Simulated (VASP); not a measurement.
Here is a VASP 6.6.1 calculation.

INCAR

```
SYSTEM = Mg4HO8
PREC = Accurate
ENCUT = 520
EDIFF = 1E-7
ISMEAR = 0
SIGMA = 0.05
LREAL = .False.
LASPH = .True.
NELM = 60
ALGO = Fast
ISIF = 2
LWAVE = .False.
LCHARG = .False.
GGA = CA
NBANDS = 40
NELECT = 56.0
```

File KPOINTS:

```
Automatic mesh
0
Gamma
  6 6 6
  0 0 0
```

POSCAR

```
Mg4HO8
1.0
   -3.1159510607     -1.7989951837      3.4255732540
    3.1159510607     -1.7989951837      3.4255732540
    0.0000000000      3.5979903674      3.4255732540
Mg O H
4 8 1
Direct
    0.0000000000      0.0000000000      0.0000000000
    0.5000000000      0.5000000000      0.0000000000
    0.5000000000      0.0000000000      0.5000000000
    0.0000000000      0.5000000000      0.5000000000
    0.4294242759      0.4294242759      0.4294242759
    0.9294242759      0.9294242759      0.4294242759
    0.9294242759      0.4294242759      0.9294242759
    0.4294242759      0.9294242759      0.9294242759
    0.5705757241      0.5705757241      0.5705757241
    0.0705757241      0.0705757241      0.5705757241
    0.0705757241      0.5705757241      0.0705757241
    0.5705757241      0.0705757241      0.0705757241
    1.2916873991      1.3333540658     -0.1249792675
```

Potentials or basis: VASP PAW LDA potentials, release 64 (Mg, O, H).

Run with:

```sh
$ cat potpaw_LDA.64/Mg/POTCAR potpaw_LDA.64/O/POTCAR potpaw_LDA.64/H/POTCAR > POTCAR
$ mpirun -np 1 vasp_std > vasp.out
```

Q: Predict the largest force.

A: 2.850 eV/Å.

Forces on the atoms (eV/Å):
```
Mg  -0.008  0.274 -0.296
Mg  -0.192 -0.338  2.823
Mg  -0.122 -0.062 -0.083
Mg   0.168 -0.092 -0.156
O    0.024  0.338 -0.570
O    0.010  0.015 -0.112
O   -0.885 -0.440 -1.121
O    0.551 -0.234 -0.802
O    0.033  0.493  0.413
O    0.000 -0.010  0.049
O   -1.133 -0.520  0.907
O    0.769 -0.298  0.613
H    0.786  0.874 -1.665
```

Caveat: the cell carries a net charge on a neutralising background, which shifts energy and pressure.
